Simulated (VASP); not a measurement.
# YMgC4N4 (P-43m) in VASP: a series of runs

Runs on YMgC4N4. Level: PBE. Tasks: single point.

Everything below comes from runs of VASP 6.6.1. Logs are shortened: lines on timing, memory, paths and dates and some standing lists are left out, and cuts for length are marked.

**1. The cell of the first run**

Symmetry: P-43m, No. 215, cubic system. The conventional cell has a = 6.490 Å, b = 6.490 Å, c = 6.490 Å, α = 90.00°, β = 90.00°, γ = 90.00°. Y (site symmetry -43m) has 4 N at 2.27 Å within 3.0 Å. Mg (site symmetry -43m) has 4 C at 2.17 Å within 2.9 Å. Within 1.6 Å of C (site symmetry 3m) lie 1 N at 1.18 Å. N (site symmetry 3m) has 1 C at 1.18 Å within 1.6 Å.

**2. Single point, PBE**

INCAR reads:

```
SYSTEM = YMgC4N4
ALGO = Normal
EDIFF = 1E-6
ENCUT = 750
GGA = PE
GGA_COMPAT = .FALSE.
ISIF = 2
ISMEAR = 0
LASPH = .TRUE.
LCHARG = .FALSE.
LREAL = .FALSE.
LWAVE = .FALSE.
NBANDS = 40
NELM = 120
PREC = Accurate
SIGMA = 0.1
```

KPOINTS reads:

```
k-points
0
G
  6 6 6
  0 0 0
```

POSCAR reads:

```
YMgC4N4
1.0
    6.4902540550      0.0000000000      0.0000000000
    0.0000000000      6.4902540550      0.0000000000
    0.0000000000      0.0000000000      6.4902540550
Y Mg C N
1 1 4 4
Direct
    0.5000000000      0.5000000000      0.5000000000
    0.0000000000      0.0000000000      0.0000000000
    0.1933891552      0.1933891552      0.1933891552
    0.1933891552      0.8066108448      0.8066108448
    0.8066108448      0.1933891552      0.8066108448
    0.8066108448      0.8066108448      0.1933891552
    0.2981771849      0.2981771849      0.2981771849
    0.2981771849      0.7018228151      0.7018228151
    0.7018228151      0.2981771849      0.7018228151
    0.7018228151      0.7018228151      0.2981771849
```

Potentials or basis: VASP PAW PBE potentials, release 64 (Y_sv, Mg_sv, C, N).

Command:

```console
> cat potpaw_PBE.64/Y_sv/POTCAR potpaw_PBE.64/Mg_sv/POTCAR potpaw_PBE.64/C/POTCAR potpaw_PBE.64/N/POTCAR > POTCAR
> mpirun -np 1 vasp_std > vasp.out
```

OUTCAR:

```text
SYSTEM = YMgC4N4
   EDIFF = 1E-6
   ENCUT = 750
   GGA = PE
   ISIF = 2
   ISMEAR = 0
   LASPH = .TRUE.
   LREAL = .FALSE.
   NELM = 120
   PREC = Accurate

 ion  position               nearest neighbor table
   1  0.500  0.500  0.500-   7 2.27   8 2.27   9 2.27  10 2.27
   2  0.000  0.000  0.000-   3 2.17   4 2.17   5 2.17   6 2.17
   3  0.193  0.193  0.193-   7 1.18   2 2.17
   4  0.193  0.807  0.807-   8 1.18   2 2.17
   5  0.807  0.193  0.807-   9 1.18   2 2.17
   6  0.807  0.807  0.193-  10 1.18   2 2.17
   7  0.298  0.298  0.298-   3 1.18   1 2.27
   8  0.298  0.702  0.702-   4 1.18   1 2.27
   9  0.702  0.298  0.702-   5 1.18   1 2.27
  10  0.702  0.702  0.298-   6 1.18   1 2.27

  LATTYP: Found a simple cubic cell.
 ALAT       =     6.4902540550

  Lattice vectors:

 A1 = (   6.4902540550,   0.0000000000,   0.0000000000)
 A2 = (   0.0000000000,   6.4902540550,   0.0000000000)
 A3 = (   0.0000000000,   0.0000000000,   6.4902540550)

Analysis of symmetry for initial positions (statically):
=====================================================================
 Subroutine PRICEL returns:
 Original cell was already a primitive cell.

 Routine SETGRP: Setting up the symmetry group for a
 simple cubic supercell.

 Subroutine GETGRP returns: Found 24 space group operations
 (whereof 24 operations were pure point group operations)
 out of a pool of 48 trial point group operations.

The static configuration has the point symmetry T_d .

Analysis of symmetry for dynamics (positions and initial velocities):
=====================================================================
 Subroutine PRICEL returns:
 Original cell was already a primitive cell.

 Routine SETGRP: Setting up the symmetry group for a
 simple cubic supercell.

 Subroutine GETGRP returns: Found 24 space group operations
 (whereof 24 operations were pure point group operations)
 out of a pool of 48 trial point group operations.

The dynamic configuration has the point symmetry T_d .

 Subroutine INISYM returns: Found 24 space group operations
 (whereof 24 operations are pure point group operations),
 and found     1 'primitive' translations

----------------------------------------------------------------------------------------

                                     Primitive cell

  volume of cell :     273.3916

  direct lattice vectors                    reciprocal lattice vectors
     6.490254055  0.000000000  0.000000000     0.154077173  0.000000000  0.000000000
     0.000000000  6.490254055  0.000000000     0.000000000  0.154077173  0.000000000
     0.000000000  0.000000000  6.490254055     0.000000000  0.000000000  0.154077173

  length of vectors
     6.490254055  6.490254055  6.490254055     0.154077173  0.154077173  0.154077173

  position of ions in fractional coordinates (direct lattice)
     0.500000000  0.500000000  0.500000000
     0.000000000  0.000000000  0.000000000
     0.193389155  0.193389155  0.193389155
     0.193389155  0.806610845  0.806610845
     0.806610845  0.193389155  0.806610845
     0.806610845  0.806610845  0.193389155
     0.298177185  0.298177185  0.298177185
     0.298177185  0.701822815  0.701822815
     0.701822815  0.298177185  0.701822815
     0.701822815  0.701822815  0.298177185

  ion indices of the primitive-cell ions
   primitive index   ion index
                 1           1
                 2           2
                 3           3
                 4           4
                 5           5
                 6           6
                 7           7
                 8           8
                 9           9
                10          10

----------------------------------------------------------------------------------------

 KPOINTS: k-points

Automatic generation of k-mesh.
 Grid dimensions read from file:
 generate k-points for:    6    6    6

 Generating k-lattice:

  Cartesian coordinates                     Fractional coordinates (reciprocal lattice)
     0.025679529  0.000000000  0.000000000     0.166666667  0.000000000  0.000000000
     0.000000000  0.025679529  0.000000000     0.000000000  0.166666667  0.000000000
     0.000000000  0.000000000  0.025679529     0.000000000  0.000000000  0.166666667

  Length of vectors
     0.025679529  0.025679529  0.025679529

  Shift w.r.t. Gamma in fractional coordinates (k-lattice)
     0.000000000  0.000000000  0.000000000

 Subroutine IBZKPT returns following result:
 ===========================================

 Found     20 irreducible k-points:

 Following reciprocal coordinates:
            Coordinates               Weight
  0.000000  0.000000  0.000000      1.000000
  0.166667  0.000000  0.000000      6.000000
  0.333333  0.000000  0.000000      6.000000
  0.500000  0.000000  0.000000      3.000000
  0.166667  0.166667  0.000000     12.000000
  0.333333  0.166667  0.000000     24.000000
[... 12 lines left out ...]
  0.500000  0.500000  0.333333      6.000000
  0.500000  0.500000  0.500000      1.000000
   k-points           NKPTS =     20   k-points in BZ     NKDIM =     20   number of bands    NBANDS=     40
   number of dos      NEDOS =    301   number of ions     NIONS =     10
   total plane-waves  NPLWV = 216000
   dimension x,y,z NGX =    60 NGY =   60 NGZ =   60
   dimension x,y,z NGXF=   120 NGYF=  120 NGZF=  120
   ions per type =               1   1   4   4
   NGX,Y,Z   is equivalent  to a cutoff of  15.37, 15.37, 15.37 a.u.
   NGXF,Y,Z  is equivalent  to a cutoff of  30.74, 30.74, 30.74 a.u.
 SYSTEM =  YMgC4N4
   PREC   = accura    normal or accurate (medium, high low for compatibility)
   ISTART =      0    job   : 0-new  1-cont  2-samecut
   ICHARG =      2    charge: 1-file 2-atom 10-const
   ISPIN  =      1    spin polarized calculation?
   LNONCOLLINEAR =      F non collinear calculations
   LSORBIT =      F    spin-orbit coupling
   LASPH  =      T    aspherical Exc in radial PAW
   ENCUT  =  750.0 eV  55.12 Ry    7.42 a.u.  14.49 14.49 14.49*2*pi/ulx,y,z
   NELM   =    120;   NELMIN=  2; NELMDL= -5     # of ELM steps
   EDIFF  = 0.1E-05   stopping-criterion for ELM
   LREAL  =      F    real-space projection
[... 7 lines left out ...]
   TEBEG  =    0.0;   TEEND  =   0.0 temperature during run
   PSTRESS=    0.0 pullay stress
   NELECT =      57.0000    total number of electrons
   NUPDOWN=      -1.0000    fix difference up-down
   EMIN   =  10.00;   EMAX   =-10.00  energy-range for DOS
   EFERMI =   0.00;   METHOD = LEGACY
   ISMEAR =     0;   SIGMA  =   0.10  broadening in eV -4-tet -1-fermi 0-gaus
   EFERMI_NEDOS =   21; number of points for ismear=-14 and -15
   IALGO  =     38    algorithm
   IMIX   =      4    mixing-type and parameters
     AMIX     =   0.40;   BMIX     =  1.00
     AMIX_MAG =   1.60;   BMIX_MAG =  1.00
  volume/ion in A,a.u.               =      27.34       184.49
  Fermi-wavevector in a.u.,A,eV,Ry     =   0.970744  1.834440 12.821370  0.942344
  Thomas-Fermi vector in A             =   2.100904
   LORBIT       =      0    0 simple, 1 ext, 2 COOP (PROOUT), +10 PAW based schemes
   GGA     = PE    functional components
   LHFCALC =     F    Hartree Fock is set to
   AEXX    =    0.0000 exact exchange contribution
   IVDW    =     0    specifies the selected vdW correction
   LEPSILON=     F    determine dielectric tensor
   LRPA    =     F    only Hartree local field effects (RPA)
 non-spin polarized calculation
 Gauss-broadening in eV      SIGMA  =   0.10
  energy-cutoff  :      750.00
  volume of cell :      273.39
 maximum number of plane-waves:     12893
 NGX is ok and might be reduce to    60
   NGX = 29   NGY = 29   NGZ = 29

 number of electron      57.0000006 magnetization

 Free energy of the ion-electron system (eV)
  ---------------------------------------------------
  ext. energy  EPLUGINS =         0.00000000
  ---------------------------------------------------
  free energy    TOTEN  =       -78.53840167 eV

  energy without entropy =      -78.47658017  energy(sigma->0) =      -78.50749092

 E-fermi :   0.8272     XC(G=0):  -6.1611

 val. band max:        0.8236432086   @ k =   0.5000   0.3333   0.0000
 cond. band min:       0.8334695013   @ k =   0.1667   0.1667   0.0000
 fundamental gap:      0.0098262926
 Fermi energy:         0.8272492754

 k-point     1 :       0.0000    0.0000    0.0000
  band No.  band energies     occupation
      1     -75.8593      2.00000
      2     -43.4812      2.00000
      3     -42.6215      2.00000
      4     -42.6215      2.00000
      5     -42.6215      2.00000
      6     -23.6201      2.00000
[... 32 lines left out ...]
     39       3.9101      0.00000
     40       4.3744      0.00000

 k-point     2 :       0.1667    0.0000    0.0000
  band No.  band energies     occupation
      1     -75.8593      2.00000
      2     -43.4812      2.00000
      3     -42.6214      2.00000
      4     -42.6214      2.00000
      5     -42.6214      2.00000
      6     -23.6201      2.00000
[... 32 lines left out ...]
     39       4.2642      0.00000
     40       4.3438      0.00000

 k-point     3 :       0.3333    0.0000    0.0000
  band No.  band energies     occupation
      1     -75.8592      2.00000
      2     -43.4812      2.00000
      3     -42.6213      2.00000
      4     -42.6213      2.00000
      5     -42.6213      2.00000
      6     -23.6203      2.00000
[... 32 lines left out ...]
     39       4.2953      0.00000
     40       4.6093      0.00000

 k-point     4 :       0.5000    0.0000    0.0000
  band No.  band energies     occupation
      1     -75.8592      2.00000
      2     -43.4812      2.00000
      3     -42.6214      2.00000
      4     -42.6214      2.00000
      5     -42.6213      2.00000
      6     -23.6204      2.00000
[... 32 lines left out ...]
     39       4.3296      0.00000
     40       4.6581      0.00000
[... 600 lines left out ...]
     39       4.0152      0.00000
     40       4.2641      0.00000

 k-point    19 :       0.5000    0.5000    0.3333
  band No.  band energies     occupation
      1     -75.8592      2.00000
      2     -43.4812      2.00000
      3     -42.6214      2.00000
      4     -42.6213      2.00000
      5     -42.6213      2.00000
      6     -23.6203      2.00000
[... 32 lines left out ...]
     39       3.7925      0.00000
     40       4.1418      0.00000

 k-point    20 :       0.5000    0.5000    0.5000
  band No.  band energies     occupation
      1     -75.8592      2.00000
      2     -43.4812      2.00000
      3     -42.6213      2.00000
      4     -42.6213      2.00000
      5     -42.6213      2.00000
      6     -23.6203      2.00000
[... 32 lines left out ...]
     39       3.3400      0.00000
     40       4.3104      0.00000

------------------------ aborting loop because EDIFF is reached ----------------------------------------

  FORCE on cell =-STRESS in cart. coord.  units (eV):
  Direction    XX          YY          ZZ          XY          YZ          ZX
  --------------------------------------------------------------------------------------
  -------------------------------------------------------------------------------------
  Total        0.2999946      0.2999946      0.2999946      0.0000000     -0.0000000      0.0000000
  in kB        1.7580809      1.7580809      1.7580809      0.0000000     -0.0000000      0.0000000
  external PRESSURE =       1.7580809 kB  Pullay stress =       0.0000000 kB

 VOLUME and BASIS-vectors are now :
 -----------------------------------------------------------------------------
  energy-cutoff  :      750.00
  volume of cell :      273.39
      direct lattice vectors                 reciprocal lattice vectors
     6.490254055  0.000000000  0.000000000     0.154077173  0.000000000  0.000000000
     0.000000000  6.490254055  0.000000000     0.000000000  0.154077173  0.000000000
     0.000000000  0.000000000  6.490254055     0.000000000  0.000000000  0.154077173

 POSITION                                       TOTAL-FORCE (eV/Angst)
 -----------------------------------------------------------------------------------
      3.24513      3.24513      3.24513        -0.000000      0.000000      0.000000
      0.00000      0.00000      0.00000        -0.000000      0.000000      0.000000
      1.25514      1.25514      1.25514        -0.188055     -0.188055     -0.188055
      1.25514      5.23511      5.23511        -0.188055      0.188055      0.188055
      5.23511      1.25514      5.23511         0.188055     -0.188055      0.188055
      5.23511      5.23511      1.25514         0.188055      0.188055     -0.188055
      1.93525      1.93525      1.93525         0.202169      0.202169      0.202169
      1.93525      4.55501      4.55501         0.202169     -0.202169     -0.202169
      4.55501      1.93525      4.55501        -0.202169      0.202169     -0.202169
      4.55501      4.55501      1.93525        -0.202169     -0.202169      0.202169
 -----------------------------------------------------------------------------------
    total drift:                                0.000000      0.000000      0.000000

  FREE ENERGIE OF THE ION-ELECTRON SYSTEM (eV)
  ---------------------------------------------------
  free  energy   TOTEN  =       -78.5384016700 eV

  energy  without entropy=      -78.4765801716  energy(sigma->0) =      -78.50749092
```

Wall time 6.4 min (1 thread of AMD EPYC 7R13 (Zen 3), shared host); peak memory 0.74 GiB.

What came out:

- Free energy: -78.5384 eV
- Pressure: 0.2 GPa
- Largest force: 0.350 eV/Å
- Band gap on the k mesh: zero (an odd number of electrons rules out a gap without spin polarisation)

Forces in eV/Å, atoms in the order of the input:
```
Y    0.000  0.000  0.000
Mg   0.000  0.000  0.000
C   -0.188 -0.188 -0.188
C   -0.188  0.188  0.188
C    0.188 -0.188  0.188
C    0.188  0.188 -0.188
N    0.202  0.202  0.202
N    0.202 -0.202 -0.202
N   -0.202  0.202 -0.202
N   -0.202 -0.202  0.202
```

**3. Single point, PBE, collinear spin, ferromagnetic start**

INCAR reads:

```
ALGO = Normal
EDIFF = 1E-6
ENCUT = 520
GGA = PE
ISIF = 2
ISMEAR = 0
ISPIN = 2
LASPH = T
LCHARG = F
LMAXMIX = 4
LORBIT = 11
LREAL = F
LWAVE = F
MAGMOM = 0 0 1 1 1 1 1 1 1 1
NBANDS = 40
NELM = 150
PREC = Accurate
SIGMA = 0.1
```

KPOINTS reads:

```
k-points
0
Gamma
  4 4 4
```

POSCAR reads:

```
YMgC4N4
1.0
    6.4866593896      0.0000000000      0.0000000000
    0.0000000000      6.4866593896      0.0000000000
    0.0000000000      0.0000000000      6.4866593896
Y Mg C N
1 1 4 4
Direct
    0.5000000000      0.5000000000      0.5000000000
    0.0000000000      0.0000000000      0.0000000000
    0.1933663601      0.1933663601      0.1933663601
    0.1933663601      0.8066336399      0.8066336399
    0.8066336399      0.1933663601      0.8066336399
    0.8066336399      0.8066336399      0.1933663601
    0.2982036947      0.2982036947      0.2982036947
    0.2982036947      0.7017963053      0.7017963053
    0.7017963053      0.2982036947      0.7017963053
    0.7017963053      0.7017963053      0.2982036947
```

Potentials or basis: VASP PAW PBE potentials, release 64 (Y_sv, Mg, C, N).

Command:

```console
> cat potpaw_PBE.64/Y_sv/POTCAR potpaw_PBE.64/Mg/POTCAR potpaw_PBE.64/C/POTCAR potpaw_PBE.64/N/POTCAR > POTCAR
> mpirun -np 1 vasp_std > vasp.out
```

Run time: 3.1 min. Hardware: 1 thread of AMD EPYC 7R13 (Zen 3), shared host; peak memory 0.49 GiB.

It converged, with:

- Free energy: -78.5352 eV
- Pressure: 0.3 GPa
- Largest force: 0.309 eV/Å
- Band gap on the k mesh: zero (filled and empty bands overlap)
- Net moment: 0.99 μB per cell
- Site moments: Y +0.35; Mg +0.00; C +0.05; N -0.01 μB
- Valence electrons inside the program's atomic spheres: Y 9.65; Mg 0.37; C 2.56; N 3.90

Forces in eV/Å, atoms in the order of the input:
```
Y    0.000  0.000  0.000
Mg   0.000  0.000  0.000
C   -0.178 -0.178 -0.178
C   -0.178  0.178  0.178
C    0.178 -0.178  0.178
C    0.178  0.178 -0.178
N    0.156  0.156  0.156
N    0.156 -0.156 -0.156
N   -0.156  0.156 -0.156
N   -0.156 -0.156  0.156
```

Levels at points of the mesh, in eV from the Fermi level:
Spin up:
```tsv
k point	band 21	band 22	band 23	band 24	band 25	band 26	band 27	band 28	band 29	band 30
(0.00, 0.00, 0.00)	-5.99	-5.62	-5.62	-5.62	-0.05	-0.05	0.15	0.15	0.15	1.80
(0.50, 0.00, 0.00)	-6.04	-5.79	-5.69	-5.69	-0.16	0.36	0.58	0.58	0.63	1.44
(0.50, 0.50, 0.00)	-5.98	-5.83	-5.69	-5.69	-0.12	0.31	0.64	1.08	1.08	1.28
(0.50, 0.50, 0.50)	-5.91	-5.68	-5.68	-5.68	-0.04	-0.04	0.67	0.67	0.67	2.47
```
Spin down:
```tsv
k point	band 22	band 23	band 24	band 25	band 26	band 27
(0.00, 0.00, 0.00)	-5.53	-5.53	-5.53	0.28	0.28	0.30
(0.50, 0.00, 0.00)	-5.69	-5.60	-5.60	0.14	0.72	0.72
(0.50, 0.50, 0.00)	-5.73	-5.61	-5.61	0.19	0.70	0.80
(0.50, 0.50, 0.50)	-5.59	-5.59	-5.59	0.29	0.29	0.83
```
